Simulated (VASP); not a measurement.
Here is a VASP 6.6.1 calculation.

The input INCAR:

```
  ALGO = Normal
  EDIFF = 1E-6
  ENCUT = 520
  ISIF = 2
  ISMEAR = 0
  LASPH = T
  LCHARG = F
  LREAL = F
  LWAVE = F
  NBANDS = 26
  NELM = 80
  PREC = Accurate
  SIGMA = 0.02
```

File KPOINTS:

```
k-points
0
Gamma
  6 6 6
```

File POSCAR:

```
CuI
1.0
    2.1398250000      1.2354283500      6.4347883872
   -2.1398250000      1.2354283500      6.4347883872
    0.0000000000     -2.4708567000      6.4347883872
Cu I
2 2
Direct
    0.1293000000      0.1293000000      0.1293000000
    0.8707000000      0.8707000000      0.8707000000
    0.0000000000      0.0000000000      0.0000000000
    0.5000000000      0.5000000000      0.5000000000
```

Potentials or basis: VASP PAW LDA potentials, release 64 (Cu, I).

Launch:

```bash
$ cat potpaw_LDA.64/Cu/POTCAR potpaw_LDA.64/I/POTCAR > POTCAR
$ mpirun -np 1 vasp_std > vasp.out
```

Question: Estimate the largest force.

Answer: 0.184 eV/Å.

Question: Predict the pressure.

Answer: 1.2 GPa.

Forces on the atoms (eV/Å):
```
Cu   0.000  0.000 -0.184
Cu   0.000  0.000  0.184
I    0.000  0.000  0.000
I    0.000  0.000  0.000
```
